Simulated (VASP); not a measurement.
# SnTe (Fm-3m) in VASP: notebook, part 2 of 2

VASP 6.6.1. The steps go on from the part before.

### Step 4. Single point, PBE (32.71 Å³/atom)

This run uses another cell than the first one, of 32.71 Å³/atom.

Input file INCAR:

```
SYSTEM = SnTe
PREC = Accurate ; ENCUT = 520
EDIFF = 1E-7 ; ISMEAR = -1
SIGMA = 0.08 ; LREAL = .False.
LASPH = .True. ; NELM = 60
ALGO = Normal ; ISIF = 2
LWAVE = .False. ; LCHARG = .False.
GGA = PE ; NBANDS = 17
```

Input file KPOINTS:

```
regular mesh
0
Gamma
  11 11 11
  0 0 0
```

Input file POSCAR:

```
SnTe
1.0
    0.0000000000      3.1980376582      3.1980376582
    3.1980376582      0.0000000000      3.1980376582
    3.1980376582      3.1980376582      0.0000000000
Sn Te
1 1
Direct
    0.0000000000      0.0000000000      0.0000000000
    0.5000000000      0.5000000000      0.5000000000
```

Potentials or basis: VASP PAW PBE potentials, release 64 (Sn_d, Te).

Started as:

```
> cat potpaw_PBE.64/Sn_d/POTCAR potpaw_PBE.64/Te/POTCAR > POTCAR
> mpirun -np 1 vasp_std > vasp.out
```

OUTCAR:

```text
SYSTEM = SnTe
   PREC = Accurate
   ENCUT = 520
   EDIFF = 1E-7
   ISMEAR = -1
   LREAL = .False.
   LASPH = .True.
   NELM = 60
   ISIF = 2
   GGA = PE

 ion  position               nearest neighbor table
   1  0.000  0.000  0.000-   2 3.20   2 3.20   2 3.20   2 3.20   2 3.20   2 3.20
   2  0.500  0.500  0.500-   1 3.20   1 3.20   1 3.20   1 3.20   1 3.20   1 3.20

  LATTYP: Found a face centered cubic cell.
 ALAT       =     6.3960753164

  Lattice vectors:

 A1 = (   0.0000000000,   3.1980376582,   3.1980376582)
 A2 = (   3.1980376582,   0.0000000000,   3.1980376582)
 A3 = (   3.1980376582,   3.1980376582,   0.0000000000)

Analysis of symmetry for initial positions (statically):
=====================================================================
 Subroutine PRICEL returns:
 Original cell was already a primitive cell.

 Routine SETGRP: Setting up the symmetry group for a
 face centered cubic supercell.

 Subroutine GETGRP returns: Found 48 space group operations
 (whereof 48 operations were pure point group operations)
 out of a pool of 48 trial point group operations.

The static configuration has the point symmetry O_h .

Analysis of symmetry for dynamics (positions and initial velocities):
=====================================================================
 Subroutine PRICEL returns:
 Original cell was already a primitive cell.

 Routine SETGRP: Setting up the symmetry group for a
 face centered cubic supercell.

 Subroutine GETGRP returns: Found 48 space group operations
 (whereof 48 operations were pure point group operations)
 out of a pool of 48 trial point group operations.

The dynamic configuration has the point symmetry O_h .

 Subroutine INISYM returns: Found 48 space group operations
 (whereof 48 operations are pure point group operations),
 and found     1 'primitive' translations

----------------------------------------------------------------------------------------
[... 110 lines left out ...]
   IALGO  =     38    algorithm
   IMIX   =      4    mixing-type and parameters
     AMIX     =   0.40;   BMIX     =  1.00
     AMIX_MAG =   1.60;   BMIX_MAG =  1.00
  volume/ion in A,a.u.               =      32.71       220.72
  Fermi-wavevector in a.u.,A,eV,Ry     =   1.102871  2.084123 16.549089  1.216324
  Thomas-Fermi vector in A             =   2.239320
   LORBIT       =      0    0 simple, 1 ext, 2 COOP (PROOUT), +10 PAW based schemes
   GGA     = PE    functional components
   LHFCALC =     F    Hartree Fock is set to
   AEXX    =    0.0000 exact exchange contribution
   IVDW    =     0    specifies the selected vdW correction
   LEPSILON=     F    determine dielectric tensor
   LRPA    =     F    only Hartree local field effects (RPA)
 non-spin polarized calculation
  energy-cutoff  :      520.00
  volume of cell :       65.42
 maximum number of plane-waves:      1807
 NGX is ok and might be reduce to    36
   NGX = 17   NGY = 17   NGZ = 17

 number of electron      20.0000004 magnetization

 Free energy of the ion-electron system (eV)
  ---------------------------------------------------
  ext. energy  EPLUGINS =         0.00000000
  ---------------------------------------------------
  free energy    TOTEN  =        -7.56577767 eV

  energy without entropy =       -7.56450450  energy(sigma->0) =       -7.56514108

 E-fermi :   6.4163     XC(G=0):  -9.2947

 val. band max:        6.2360665991   @ k =   0.4545   0.0000   0.0000
 cond. band min:       6.6557637010   @ k =   0.4545   0.0000   0.0000
 fundamental gap:      0.4196971019
 Fermi energy:         6.4163354946

 k-point     1 :       0.0000    0.0000    0.0000
  band No.  band energies     occupation
      1     -15.4785      2.00000
      2     -15.4785      2.00000
      3     -15.4751      2.00000
      4     -15.4751      2.00000
      5     -15.4751      2.00000
      6      -6.0703      2.00000
[... 457 lines left out ...]
      4     -15.4724      2.00000
      5     -15.4710      2.00000
      6      -5.4314      2.00000
[... 9 lines left out ...]
     16      14.1988      0.00000
     17      14.3345      0.00000

 [... further k-points ...]

------------------------ aborting loop because EDIFF is reached ----------------------------------------

  FORCE on cell =-STRESS in cart. coord.  units (eV):
  Direction    XX          YY          ZZ          XY          YZ          ZX
  --------------------------------------------------------------------------------------
  -------------------------------------------------------------------------------------
  Total        0.0944479      0.0944479      0.0944479     -0.0000000      0.0000000      0.0000000
  in kB        2.3132485      2.3132485      2.3132485     -0.0000000      0.0000000      0.0000000
  external PRESSURE =       2.3132485 kB  Pullay stress =       0.0000000 kB

 VOLUME and BASIS-vectors are now :
 -----------------------------------------------------------------------------
  energy-cutoff  :      520.00
  volume of cell :       65.42
      direct lattice vectors                 reciprocal lattice vectors
     0.000000000  3.198037658  3.198037658    -0.156345876  0.156345876  0.156345876
     3.198037658  0.000000000  3.198037658     0.156345876 -0.156345876  0.156345876
     3.198037658  3.198037658  0.000000000     0.156345876  0.156345876 -0.156345876

 POSITION                                       TOTAL-FORCE (eV/Angst)
 -----------------------------------------------------------------------------------
      0.00000      0.00000      0.00000        -0.000000      0.000000     -0.000000
      3.19804      3.19804      3.19804         0.000000     -0.000000      0.000000
 -----------------------------------------------------------------------------------
    total drift:                               -0.000000      0.000000      0.000000

  FREE ENERGIE OF THE ION-ELECTRON SYSTEM (eV)
  ---------------------------------------------------
  free  energy   TOTEN  =        -7.5657776684 eV

  energy  without entropy=       -7.5645044958  energy(sigma->0) =       -7.56514108
```

OSZICAR:

```text
N       E                     dE             d eps       ncg     rms          rms(c)
DAV:   1     0.122665276741E+03    0.12267E+03   -0.95278E+03  1916   0.134E+03
DAV:   2     0.372972473135E+01   -0.11894E+03   -0.11607E+03  2026   0.319E+02
DAV:   3    -0.729718754375E+01   -0.11027E+02   -0.10916E+02  2353   0.884E+01
DAV:   4    -0.761676222895E+01   -0.31957E+00   -0.31934E+00  2292   0.154E+01
DAV:   5    -0.762934884147E+01   -0.12587E-01   -0.12586E-01  2769   0.301E+00    0.410E+00
DAV:   6    -0.756365973884E+01    0.65689E-01   -0.15664E-01  2511   0.248E+00    0.256E+00
DAV:   7    -0.756489756478E+01   -0.12378E-02   -0.55889E-02  2263   0.110E+00    0.859E-01
DAV:   8    -0.756569191851E+01   -0.79435E-03   -0.72436E-03  2427   0.676E-01    0.160E-01
DAV:   9    -0.756576173202E+01   -0.69814E-04   -0.78349E-04  2711   0.252E-01    0.449E-02
DAV:  10    -0.756577108534E+01   -0.93533E-05   -0.12370E-04  2415   0.859E-02    0.200E-02
DAV:  11    -0.756577864490E+01   -0.75596E-05   -0.38639E-05  2319   0.437E-02    0.240E-02
DAV:  12    -0.756577845336E+01    0.19154E-06   -0.19595E-06  2295   0.763E-03    0.146E-02
DAV:  13    -0.756577780041E+01    0.65295E-06   -0.39821E-07  2280   0.378E-03    0.564E-03
DAV:  14    -0.756577766403E+01    0.13638E-06   -0.56296E-07  2318   0.659E-03    0.982E-04
DAV:  15    -0.756577766836E+01   -0.43301E-08   -0.50332E-08  1089   0.114E-03
   1 F= -.75657777E+01 E0= -.75651411E+01  d E =-.127317E-02
```

stdout:

```text
POSCAR found type information on POSCAR SnTe
 POSCAR found :  2 types and       2 ions
 scaLAPACK will be used
 LDA part: xc-table for (Slater+PW92), standard interpolation
 POSCAR, INCAR and KPOINTS ok, starting setup
 FFT: planning ... GRIDC
 FFT: planning ... GRID_SOFT
 FFT: planning ... GRID
 WAVECAR not read
 entering main loop
```

Wall time 89 s (1 thread of Intel Xeon 8259CL, shared host); peak memory 0.24 GiB.

What came out:

```
Free energy : -7.5658 eV
Pressure    : 0.2 GPa
```

Caveat: this odd mesh misses L, so gap, dielectric constants and Born charges aren't listed; spin-orbit coupling is left out, which moves the levels of the heavy elements.

### Step 5. Single point, PBE (33.02 Å³/atom)

This run uses another cell than the first one, of 33.02 Å³/atom.

Input file INCAR:

```
SYSTEM = SnTe
PREC = Accurate ; ENCUT = 520
EDIFF = 1E-6 ; ISMEAR = -1
SIGMA = 0.08 ; LREAL = .False.
LASPH = .True. ; NELM = 60
ALGO = Normal ; ISIF = 2
LWAVE = .False. ; LCHARG = .True.
GGA = PE ; LELF = .True.
LVHAR = .True. ; NBANDS = 17
```

Input file KPOINTS:

```
Automatic mesh
0
Gamma
  11 11 11
  0 0 0
```

Input file POSCAR:

```
SnTe
1.0
    0.0000000000      3.2082551003      3.2082551003
    3.2082551003      0.0000000000      3.2082551003
    3.2082551003      3.2082551003      0.0000000000
Sn Te
1 1
Direct
    0.0000000000      0.0000000000      0.0000000000
    0.5000000000      0.5000000000      0.5000000000
```

Potentials or basis: VASP PAW PBE potentials, release 64 (Sn_d, Te).

Started as:

```
> cat potpaw_PBE.64/Sn_d/POTCAR potpaw_PBE.64/Te/POTCAR > POTCAR
> mpirun -np 1 vasp_std > vasp.out
```

OUTCAR:

```text
SYSTEM = SnTe
   PREC = Accurate
   ENCUT = 520
   EDIFF = 1E-6
   ISMEAR = -1
   LREAL = .False.
   LASPH = .True.
   NELM = 60
   ISIF = 2
   GGA = PE

 ion  position               nearest neighbor table
   1  0.000  0.000  0.000-   2 3.21   2 3.21   2 3.21   2 3.21   2 3.21   2 3.21
   2  0.500  0.500  0.500-   1 3.21   1 3.21   1 3.21   1 3.21   1 3.21   1 3.21

  LATTYP: Found a face centered cubic cell.
 ALAT       =     6.4165102006

  Lattice vectors:

 A1 = (   0.0000000000,   3.2082551003,   3.2082551003)
 A2 = (   3.2082551003,   0.0000000000,   3.2082551003)
 A3 = (   3.2082551003,   3.2082551003,   0.0000000000)

Analysis of symmetry for initial positions (statically):
=====================================================================
 Subroutine PRICEL returns:
 Original cell was already a primitive cell.

 Routine SETGRP: Setting up the symmetry group for a
 face centered cubic supercell.

 Subroutine GETGRP returns: Found 48 space group operations
 (whereof 48 operations were pure point group operations)
 out of a pool of 48 trial point group operations.

[... 159 lines left out ...]

  energy without entropy =       -7.56481338  energy(sigma->0) =       -7.56541434

 E-fermi :   6.2973     XC(G=0):  -9.2524

 val. band max:        6.1121722405   @ k =   0.4545   0.0000   0.0000
 cond. band min:       6.5354244222   @ k =   0.4545   0.0000   0.0000
 fundamental gap:      0.4232521816
 Fermi energy:         6.2972669921

 k-point     1 :       0.0000    0.0000    0.0000
  band No.  band energies     occupation
      1     -15.5902      2.00000
      2     -15.5902      2.00000
      3     -15.5874      2.00000
      4     -15.5874      2.00000
      5     -15.5874      2.00000
      6      -6.1182      2.00000
[... 457 lines left out ...]
      4     -15.5848      2.00000
      5     -15.5834      2.00000
      6      -5.4903      2.00000
[... 9 lines left out ...]
     16      14.0670      0.00000
     17      14.2039      0.00000

 [... further k-points ...]

------------------------ aborting loop because EDIFF is reached ----------------------------------------

  FORCE on cell =-STRESS in cart. coord.  units (eV):
  Direction    XX          YY          ZZ          XY          YZ          ZX
  --------------------------------------------------------------------------------------
  -------------------------------------------------------------------------------------
  Total       -0.0822968     -0.0822968     -0.0822968     -0.0000000      0.0000000      0.0000000
  in kB       -1.9964418     -1.9964418     -1.9964418     -0.0000000      0.0000000      0.0000000
  external PRESSURE =      -1.9964418 kB  Pullay stress =       0.0000000 kB

 VOLUME and BASIS-vectors are now :
 -----------------------------------------------------------------------------
  energy-cutoff  :      520.00
  volume of cell :       66.04
      direct lattice vectors                 reciprocal lattice vectors
     0.000000000  3.208255100  3.208255100    -0.155847956  0.155847956  0.155847956
     3.208255100  0.000000000  3.208255100     0.155847956 -0.155847956  0.155847956
     3.208255100  3.208255100  0.000000000     0.155847956  0.155847956 -0.155847956

 POSITION                                       TOTAL-FORCE (eV/Angst)
 -----------------------------------------------------------------------------------
      0.00000      0.00000      0.00000        -0.000000      0.000000     -0.000000
      3.20826      3.20826      3.20826         0.000000      0.000000      0.000000
 -----------------------------------------------------------------------------------
    total drift:                               -0.000000      0.000000      0.000000

  FREE ENERGIE OF THE ION-ELECTRON SYSTEM (eV)
  ---------------------------------------------------
  free  energy   TOTEN  =        -7.5660153105 eV

  energy  without entropy=       -7.5648133752  energy(sigma->0) =       -7.56541434
```

stdout:

```text
POSCAR found type information on POSCAR SnTe
 POSCAR found :  2 types and       2 ions
 scaLAPACK will be used
 LDA part: xc-table for (Slater+PW92), standard interpolation
 POSCAR, INCAR and KPOINTS ok, starting setup
 FFT: planning ... GRIDC
 FFT: planning ... GRID_SOFT
 FFT: planning ... GRID
 WAVECAR not read
 entering main loop
```

Run time: 72 s. Hardware: 1 thread of Intel Xeon 8259CL, shared host; peak memory 0.24 GiB.

Results:

```yaml
Free_energy: -7.5660 eV
Pressure: -0.2 GPa
```

Levels at points of the mesh, in eV from the Fermi level:
```csv
k point,band 7,band 8,band 9,band 10,band 11,band 12,band 13,band 14
"(0.00, 0.00, 0.00)",-4.88,-2.00,-2.00,-2.00,3.23,3.23,3.23,4.85
```

Caveat: this odd mesh misses L, so gap, dielectric constants and Born charges aren't listed; spin-orbit coupling is left out, which moves the levels of the heavy elements.

### Step 6. Single point, PBE (33.34 Å³/atom)

This run uses another cell than the first one, of 33.34 Å³/atom.

Input file INCAR:

```
  PREC = Accurate
  ENCUT = 520
  EDIFF = 1E-7
  ISMEAR = -1
  SIGMA = 0.08
  LREAL = F
  LASPH = T
  NELM = 60
  ALGO = Normal
  ISIF = 2
  LWAVE = F
  LCHARG = F
  GGA = PE
  NBANDS = 17
```

Input file KPOINTS:

```
regular mesh
0
Gamma
  11 11 11
```

Input file POSCAR:

```
SnTe
1.0
    0.0000000000      3.2184078740      3.2184078740
    3.2184078740      0.0000000000      3.2184078740
    3.2184078740      3.2184078740      0.0000000000
Sn Te
1 1
Direct
    0.0000000000      0.0000000000      0.0000000000
    0.5000000000      0.5000000000      0.5000000000
```

Potentials or basis: VASP PAW PBE potentials, release 64 (Sn_d, Te).

Started as:

```
> cat potpaw_PBE.64/Sn_d/POTCAR potpaw_PBE.64/Te/POTCAR > POTCAR
> mpirun -np 1 vasp_std > vasp.out
```

Wall time 96 s (1 thread of Intel Xeon 8259CL, shared host); peak memory 0.24 GiB.

Results (log left out):

```yaml
Free_energy: -7.5648 eV
Pressure: -0.5 GPa
```

Levels at points of the mesh, in eV from the Fermi level:
| k point | band 6 | band 7 | band 8 | band 9 | band 10 | band 11 | band 12 | band 13 | band 14 | band 15 |
| --- | --- | --- | --- | --- | --- | --- | --- | --- | --- | --- |
| (0.00, 0.00, 0.00) | -12.35 | -4.91 | -1.97 | -1.97 | -1.97 | 3.22 | 3.22 | 3.22 | 4.87 | 4.87 |

Caveat: this odd mesh misses L, so gap, dielectric constants and Born charges aren't listed; spin-orbit coupling is left out, which moves the levels of the heavy elements.

### Step 7. Overview

```tsv
cell	pressure (GPa)
a = 4.479 Å, angles 60.0°, 2 atoms	1.5
a = 4.494 Å, angles 60.0°, 2 atoms	1.0
a = 4.523 Å, angles 60.0°, 2 atoms	0.2
a = 4.537 Å, angles 60.0°, 2 atoms	-0.2
a = 4.552 Å, angles 60.0°, 2 atoms	-0.5
```

Alike in all rows: task single point; level PBE; potentials or basis VASP PAW PBE potentials, release 64 (Sn_d, Te); no spin polarisation; k mesh 11 × 11 × 11; cutoff (eV) 520; smearing fermi-dirac 0.08 eV.

Caveats: spin-orbit coupling is left out, which moves the levels of the heavy elements.

Absolute energies hang on the potentials; compare differences alone.
